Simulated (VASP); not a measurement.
Runs of VASP 6.6.1 on LiCl. The structure is that of space group P6_3/mmc (No. 194), or close to it. The cells are those of the table. 

```csv
level,cell,k mesh,gap on the mesh (eV)
PBE,"a = 3.575, b = 3.575, c = 6.024 Å, angles 90.0, 90.0, 120.0°, 4 atoms",12 × 12 × 4,(a)
r2SCAN,"a = 3.645, b = 3.645, c = 6.142 Å, angles 90.0, 90.0, 120.0°, 4 atoms",6 × 6 × 4,6.96
PBE,"a = 3.600, b = 3.600, c = 6.071 Å, angles 90.0, 90.0, 120.0°, 4 atoms",6 × 6 × 4,6.24
r2SCAN,"a = 3.502, b = 3.502, c = 5.901 Å, angles 90.0, 90.0, 120.0°, 4 atoms",6 × 6 × 4,(b)
r2SCAN,"a = 3.575, b = 3.575, c = 6.024 Å, angles 90.0, 90.0, 120.0°, 4 atoms",12 × 12 × 4,7.33
```

Alike in all rows: task single point; potentials or basis VASP PAW PBE potentials, release 64 (Li_sv, Cl); no spin polarisation; cutoff (eV) 520; smearing gaussian 0.01 eV.

**Question.** Fill in the values left out.

**Answer.** (a) 6.36; (b) 7.67.

A k mesh can miss the band edges.
